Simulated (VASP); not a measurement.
A run of VASP 6.6.1 is set up as follows.

File INCAR:

```
ALGO = Normal ; EDIFF = 1E-6
ENCUT = 520 ; ISIF = 2
ISMEAR = -1 ; LASPH = T
LCHARG = T ; LELF = T
LREAL = F ; LVHAR = T
LWAVE = F ; NBANDS = 44
NELM = 60 ; PREC = Accurate
SIGMA = 0.05
```

Contents of KPOINTS:

```
k-points
0
Gamma
  9 9 6
```

POSCAR

```
InCu2
1.0
    4.3283297744      0.0000000000      0.0000000000
   -2.1641648872      3.7484435406      0.0000000000
    0.0000000000      0.0000000000      5.2140339769
In Cu
2 4
Direct
    0.3333333333      0.6666666667      0.7500000000
    0.6666666667      0.3333333333      0.2500000000
    0.3333333333      0.6666666667      0.2500000000
    0.6666666667      0.3333333333      0.7500000000
    0.0000000000      0.0000000000      0.0000000000
    0.0000000000      0.0000000000      0.5000000000
```

Potentials or basis: VASP PAW LDA potentials, release 64 (In_d, Cu).

The run is started by

```sh
$ cat potpaw_LDA.64/In_d/POTCAR potpaw_LDA.64/Cu/POTCAR > POTCAR
$ mpirun -np 1 vasp_std > vasp.out
```

Problem. Predict the pressure.

Solution. 0.7 GPa.

Problem. Predict the band gap on the k mesh.

Solution. Zero (band 35 reaches 12.44 eV, above the bottom of band 36 at 7.35 eV).

Caveat: spin-orbit coupling is left out, which moves the levels of the heavy elements.
